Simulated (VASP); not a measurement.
# Al (Cmcm) in VASP: a series of runs

Runs on Al. Level: PBE+D3(BJ). Tasks: single point.

Everything below comes from runs of VASP 6.6.1. Logs are shortened: lines on timing, memory, paths and dates and some standing lists are left out, and cuts for length are marked.

### 1 The cell of the first run

The structure is orthorhombic, space group Cmcm (No. 63). Conventional cell: a = 2.827 Å, b = 4.847 Å, c = 4.867 Å, α = 90.00°, β = 90.00°, γ = 90.00°. Al (site symmetry m2m) has 12 Al at 2.81 to 2.93 Å within 3.7 Å.

### 2 Single point, PBE+D3(BJ) (strain +0.0050 x Voigt [1, -1, 0, 0, 0, 0])

INCAR

```
PREC = Accurate ; ENCUT = 520
EDIFF = 1E-6 ; ISMEAR = 0
SIGMA = 0.15 ; LREAL = F
LASPH = T ; NELM = 60
ALGO = Fast ; ISIF = 2
LWAVE = F ; LCHARG = F
GGA = PE ; IVDW = 12
NBANDS = 10
```

KPOINTS

```
regular mesh
0
Gamma
  18 18 10
```

POSCAR

```
Al
1.0
    2.8265176283      0.0000000000      0.0000000000
   -1.4132588141      2.4234794925      0.0000000000
    0.0000000000      0.0000000000      4.8668500000
Al
2
Direct
    0.6666666667      0.3333333333      0.7500000000
    0.3333333333      0.6666666667      0.2500000000
```

Potentials or basis: VASP PAW PBE potentials, release 64 (Al).

Command:

```
$ cat potpaw_PBE.64/Al/POTCAR > POTCAR
$ mpirun -np 1 vasp_std > vasp.out
```

OUTCAR:

```text
PREC = Accurate
   ENCUT = 520
   EDIFF = 1E-6
   ISMEAR = 0
   LREAL = F
   LASPH = T
   NELM = 60
   ISIF = 2
   GGA = PE
   IVDW = 12
 IVDW          = 12

 ion  position               nearest neighbor table
   1  0.667  0.333  0.750-   2 2.92   2 2.92   2 2.93   2 2.93   2 2.93   2 2.93
   2  0.333  0.667  0.250-   1 2.92   1 2.92   1 2.93   1 2.93   1 2.93   1 2.93

  Warning from LATTYP: Monoclinic adjustment (A1->A3, A2->A1, A3->A2)!
  LATTYP: Found a base centered orthorhombic cell.
 ALAT       =     2.8265176283
 B/A-ratio  =     1.7148164711
 C/A-ratio  =     1.7218537579

  Lattice vectors:

 A1 = (   1.4132588141,  -2.4234794925,   0.0000000000)
 A2 = (   1.4132588142,   2.4234794925,   0.0000000000)
 A3 = (   0.0000000000,   0.0000000000,   4.8668500000)

Analysis of symmetry for initial positions (statically):
=====================================================================
 Subroutine PRICEL returns:
 Original cell was already a primitive cell.

 Routine SETGRP: Setting up the symmetry group for a
 base centered orthorhombic supercell.

 Subroutine GETGRP returns: Found  8 space group operations
 (whereof  4 operations were pure point group operations)
 out of a pool of  8 trial point group operations.

The static configuration has the point symmetry C_2h.
 The point group associated with its full space group is D_2h.

Analysis of symmetry for dynamics (positions and initial velocities):
=====================================================================
 Subroutine PRICEL returns:
 Original cell was already a primitive cell.

 Routine SETGRP: Setting up the symmetry group for a
 base centered orthorhombic supercell.

 Subroutine GETGRP returns: Found  8 space group operations
 (whereof  4 operations were pure point group operations)
 out of a pool of  8 trial point group operations.

The dynamic configuration has the point symmetry C_2h.
 The point group associated with its full space group is D_2h.

 Subroutine INISYM returns: Found  8 space group operations
 (whereof  4 operations are pure point group operations),
 and found     1 'primitive' translations

----------------------------------------------------------------------------------------

                                     Primitive cell

  volume of cell :      33.3380

  direct lattice vectors                    reciprocal lattice vectors
     2.826517628  0.000000000  0.000000000     0.353792239  0.206314929  0.000000000
    -1.413258814  2.423479492  0.000000000     0.000000000  0.412629858  0.000000000
     0.000000000  0.000000000  4.866850000     0.000000000  0.000000000  0.205471712

  length of vectors
     2.826517628  2.805450646  4.866850000     0.409554390  0.412629858  0.205471712

  position of ions in fractional coordinates (direct lattice)
     0.666666667  0.333333333  0.750000000
     0.333333333  0.666666667  0.250000000

  ion indices of the primitive-cell ions
   primitive index   ion index
                 1           1
                 2           2

----------------------------------------------------------------------------------------

 KPOINTS: regular mesh

Automatic generation of k-mesh.
 Grid dimensions read from file:
 generate k-points for:   18   18   10

 Generating k-lattice:

  Cartesian coordinates                     Fractional coordinates (reciprocal lattice)
     0.019655124  0.011461941  0.000000000     0.055555556 -0.000000000  0.000000000
     0.000000000  0.022923881  0.000000000     0.000000000  0.055555556  0.000000000
     0.000000000  0.000000000  0.020547171     0.000000000  0.000000000  0.100000000

  Length of vectors
     0.022753022  0.022923881  0.020547171

  Shift w.r.t. Gamma in fractional coordinates (k-lattice)
     0.000000000  0.000000000  0.000000000

 Subroutine IBZKPT returns following result:
 ===========================================

 Found    546 irreducible k-points:

 Following reciprocal coordinates:
            Coordinates               Weight
  0.000000  0.000000  0.000000      1.000000
  0.055556  0.000000  0.000000      4.000000
  0.111111  0.000000  0.000000      4.000000
  0.166667  0.000000  0.000000      4.000000
  0.222222 -0.000000  0.000000      4.000000
  0.277778  0.000000  0.000000      4.000000
[... 16 lines left out ...]
 -0.333333  0.055556  0.000000      4.000000
 -0.277778  0.055556  0.000000      4.000000
 [... further k-points ...]
   k-points           NKPTS =    546   k-points in BZ     NKDIM =    546   number of bands    NBANDS=     10
   number of dos      NEDOS =    301   number of ions     NIONS =      2
   total plane-waves  NPLWV =  20736
   dimension x,y,z NGX =    24 NGY =   24 NGZ =   36
   dimension x,y,z NGXF=    48 NGYF=   48 NGZF=   72
   ions per type =               2
   NGX,Y,Z   is equivalent  to a cutoff of  14.12, 14.22, 12.30 a.u.
   NGXF,Y,Z  is equivalent  to a cutoff of  28.23, 28.44, 24.59 a.u.
 SYSTEM =  unknown system
   PREC   = accura    normal or accurate (medium, high low for compatibility)
   ISTART =      0    job   : 0-new  1-cont  2-samecut
   ICHARG =      2    charge: 1-file 2-atom 10-const
   ISPIN  =      1    spin polarized calculation?
   LNONCOLLINEAR =      F non collinear calculations
   LSORBIT =      F    spin-orbit coupling
   LASPH  =      T    aspherical Exc in radial PAW
   ENCUT  =  520.0 eV  38.22 Ry    6.18 a.u.   5.26  5.22  9.05*2*pi/ulx,y,z
   NELM   =     60;   NELMIN=  2; NELMDL= -5     # of ELM steps
   EDIFF  = 0.1E-05   stopping-criterion for ELM
   LREAL  =      F    real-space projection
   EDIFFG = 0.1E-04   stopping-criterion for IOM
   NSW    =      0    number of steps for IOM
   IBRION =     -1    ionic relax: 0-MD 1-quasi-New 2-CG
   NFREE  =      0    steps in history (QN), initial steepest desc. (CG)
   ISIF   =      2    stress and relaxation
   ISYM   =      2    0-nonsym 1-usesym 2-fastsym
   POTIM  = 0.5000    time-step for ionic-motion
   TEBEG  =    0.0;   TEEND  =   0.0 temperature during run
   PSTRESS=    0.0 pullay stress
   NELECT =       6.0000    total number of electrons
   NUPDOWN=      -1.0000    fix difference up-down
   EMIN   =  10.00;   EMAX   =-10.00  energy-range for DOS
   EFERMI =   0.00;   METHOD = LEGACY
   ISMEAR =     0;   SIGMA  =   0.15  broadening in eV -4-tet -1-fermi 0-gaus
   EFERMI_NEDOS =   21; number of points for ismear=-14 and -15
   IALGO  =     68    algorithm
   IMIX   =      4    mixing-type and parameters
     AMIX     =   0.40;   BMIX     =  1.00
     AMIX_MAG =   1.60;   BMIX_MAG =  1.00
  volume/ion in A,a.u.               =      16.67       112.49
  Fermi-wavevector in a.u.,A,eV,Ry     =   0.924298  1.746671 11.623834  0.854328
  Thomas-Fermi vector in A             =   2.050029
   LORBIT       =      0    0 simple, 1 ext, 2 COOP (PROOUT), +10 PAW based schemes
   GGA     = PE    functional components
   LHFCALC =     F    Hartree Fock is set to
   AEXX    =    0.0000 exact exchange contribution
   IVDW    =    12    specifies the selected vdW correction
   LEPSILON=     F    determine dielectric tensor
   LRPA    =     F    only Hartree local field effects (RPA)
 non-spin polarized calculation
 RMM-DIIS sequential band-by-band and
 Gauss-broadening in eV      SIGMA  =   0.15
  energy-cutoff  :      520.00
  volume of cell :       33.34
 maximum number of plane-waves:       920
 NGX is ok and might be reduce to    24
   NGX = 11   NGY = 11   NGZ = 19

 number of electron       6.0000000 magnetization

 Free energy of the ion-electron system (eV)
  ---------------------------------------------------
  ext. energy  EPLUGINS =         0.00000000
  ---------------------------------------------------
  free energy    TOTEN  =        -7.42308998 eV

  energy without entropy =       -7.41387741  energy(sigma->0) =       -7.41848370

 E-fermi :   7.8745     XC(G=0): -10.1595

 val. band max:        7.8718417122   @ k =   0.2222   0.3333   0.3000
 cond. band min:       7.8772009220   @ k =   0.1111   0.3889   0.0000
 fundamental gap:      0.0053592097
 Fermi energy:         7.8745441176

 k-point     1 :       0.0000    0.0000    0.0000
  band No.  band energies     occupation
      1      -3.1750      2.00000
      2       2.8264      2.00000
      3       3.0640      2.00000
      4      19.0364      0.00000
      5      19.2107      0.00000
      6      19.4116      0.00000
      7      19.4518      0.00000
      8      19.6897      0.00000
      9      20.2717      0.00000
     10      22.6114      0.00000

 k-point     2 :       0.0556    0.0000    0.0000
  band No.  band energies     occupation
      1      -3.0984      2.00000
      2       2.9016      2.00000
      3       3.1356      2.00000
      4      17.4849      0.00000
      5      18.3682      0.00000
      6      18.9787      0.00000
      7      20.0974      0.00000
      8      20.3121      0.00000
      9      20.7406      0.00000
     10      22.4866      0.00000

 k-point     3 :       0.1111    0.0000    0.0000
  band No.  band energies     occupation
      1      -2.8688      2.00000
      2       3.1264      2.00000
      3       3.3502      2.00000
      4      15.3826      0.00000
      5      17.4004      0.00000
      6      18.4433      0.00000
      7      19.7466      0.00000
      8      20.3256      0.00000
      9      21.3455      0.00000
     10      21.4878      0.00000
[... 248 lines left out ...]
 k-point    23 :      -0.3333    0.0556    0.0000
  band No.  band energies     occupation
      1      -0.8252      2.00000
      2       5.0699      2.00000
      3       5.2756      2.00000
      4       8.5742      0.00000
      5      13.2832      0.00000
      6      14.3666      0.00000
      7      14.5162      0.00000
      8      17.8875      0.00000
      9      18.9519      0.00000
     10      19.5931      0.00000

 k-point    24 :      -0.2778    0.0556    0.0000
  band No.  band energies     occupation
      1      -1.5795      2.00000
      2       4.3712      2.00000
      3       4.5621      2.00000
      4      10.3861      0.00000
      5      14.0439      0.00000
      6      15.9494      0.00000
      7      16.1901      0.00000
      8      18.3719      0.00000
      9      19.3869      0.00000
     10      20.1478      0.00000

 [... further k-points ...]

------------------------ aborting loop because EDIFF is reached ----------------------------------------

 Edisp (eV)   -0.66569

 E8    (eV) :    -0.2977

  FORCE on cell =-STRESS in cart. coord.  units (eV):
  Direction    XX          YY          ZZ          XY          YZ          ZX
  --------------------------------------------------------------------------------------
  -------------------------------------------------------------------------------------
  Total      -0.60225    -0.44382    -0.95582    -0.00000    -0.00000     0.00000
  in kB     -28.94323   -21.32962   -45.93545    -0.00000    -0.00000     0.00000
  external pressure =      -32.07 kB  Pullay stress =        0.00 kB

 VOLUME and BASIS-vectors are now :
 -----------------------------------------------------------------------------
  energy-cutoff  :      520.00
  volume of cell :       33.34
      direct lattice vectors                 reciprocal lattice vectors
     2.826517628  0.000000000  0.000000000     0.353792239  0.206314929  0.000000000
    -1.413258814  2.423479492  0.000000000     0.000000000  0.412629858  0.000000000
     0.000000000  0.000000000  4.866850000     0.000000000  0.000000000  0.205471712

 POSITION                                       TOTAL-FORCE (eV/Angst)
 -----------------------------------------------------------------------------------
      1.41326      0.80783      3.65014        -0.000000     -0.000445      0.000000
     -0.00000      1.61565      1.21671         0.000000      0.000445      0.000000
 -----------------------------------------------------------------------------------
    total drift:                                0.000000     -0.000000      0.000000

  FREE ENERGIE OF THE ION-ELECTRON SYSTEM (eV)
  ---------------------------------------------------
  free  energy   TOTEN  =        -8.0887767996 eV

  energy  without entropy=       -8.0795642236  energy(sigma->0) =       -8.08417051
```

Run time: 67 s. Hardware: 1 thread of Intel Xeon Platinum 8124M at 3.00GHz (Skylake/Cascade Lake), shared host; peak memory 0.27 GiB.

What came out:

- Free energy: -8.0888 eV
- Pressure: -3.2 GPa
- Band gap on the k mesh: zero (band 3 reaches 11.57 eV, above the bottom of band 4 at 4.77 eV)
- Dispersion energy per atom: -0.333 eV

Stress tensor (GPa, compression positive):
```
-2.89  0.00  0.00
 0.00 -2.13  0.00
 0.00  0.00 -4.59
```

Caveat: the cell differs from its parent crystal (strain +0.0050 x Voigt [1, -1, 0, 0, 0, 0]); pairwise dispersion overbinds metals, which lowers pressure and volume.

### 3 Single point, PBE+D3(BJ) (strain +0.0200 x Voigt [1, -1, 0, 0, 0, 0])

INCAR

```
SYSTEM = Al
ALGO = Fast
EDIFF = 1E-6
ENCUT = 520
GGA = PE
ISIF = 2
ISMEAR = 0
IVDW = 12
LASPH = .TRUE.
LCHARG = .TRUE.
LELF = .TRUE.
LREAL = .FALSE.
LVHAR = .TRUE.
LWAVE = .FALSE.
NBANDS = 10
NELM = 100
PREC = Accurate
SIGMA = 0.15
```

KPOINTS

```
k-points
0
G
  18 18 10
  0 0 0
```

POSCAR

```
Al
1.0
    2.8687044585      0.0000000000      0.0000000000
   -1.4343522292      2.3869446258      0.0000000000
    0.0000000000      0.0000000000      4.8668500000
Al
2
Direct
    0.6666666667      0.3333333333      0.7500000000
    0.3333333333      0.6666666667      0.2500000000
```

Potentials or basis: VASP PAW PBE potentials, release 64 (Al).

Command:

```
$ cat potpaw_PBE.64/Al/POTCAR > POTCAR
$ mpirun -np 1 vasp_std > vasp.out
```

Run time: 74 s. Hardware: 1 thread of Intel Xeon Platinum 8124M at 3.00GHz (Skylake/Cascade Lake), shared host; peak memory 0.27 GiB.

It converged, with:

* Free energy: -8.0843 eV
* Pressure: -3.1 GPa
* Band gap on the k mesh: zero (band 3 reaches 11.51 eV, above the bottom of band 4 at 4.67 eV)
* Dispersion energy per atom: -0.333 eV

Stress tensor (GPa, compression positive):
```
-3.25  0.00  0.00
 0.00 -1.07  0.00
 0.00  0.00 -4.84
```

Levels at points of the mesh, in eV from the Fermi level:
| k point | band 1 | band 2 | band 3 | band 4 | band 5 | band 6 | band 7 |
| --- | --- | --- | --- | --- | --- | --- | --- |
| (0.00, 0.00, 0.00) | -11.04 | -5.04 | -4.80 | 11.02 | 11.09 | 11.15 | 11.96 |
| (0.50, 0.00, 0.00) | -5.14 | -4.98 | 0.51 | 0.54 | 1.21 | 1.40 | 6.68 |
| (0.00, 0.50, 0.00) | -4.72 | -4.71 | 0.84 | 0.94 | 1.65 | 1.68 | 5.54 |
| (0.00, 0.00, 0.50) | -9.49 | -9.49 | 2.41 | 2.41 | 12.00 | 12.00 | 12.87 |
| (0.50, 0.00, 0.50) | -3.87 | -3.87 | -3.20 | -3.20 | 7.50 | 7.50 | 7.77 |
| (0.00, 0.50, 0.50) | -3.60 | -3.60 | -2.75 | -2.75 | 6.88 | 6.88 | 7.29 |

Caveat: the cell differs from its parent crystal (strain +0.0200 x Voigt [1, -1, 0, 0, 0, 0]); pairwise dispersion overbinds metals, which lowers pressure and volume.

[end of part 1 of 2]
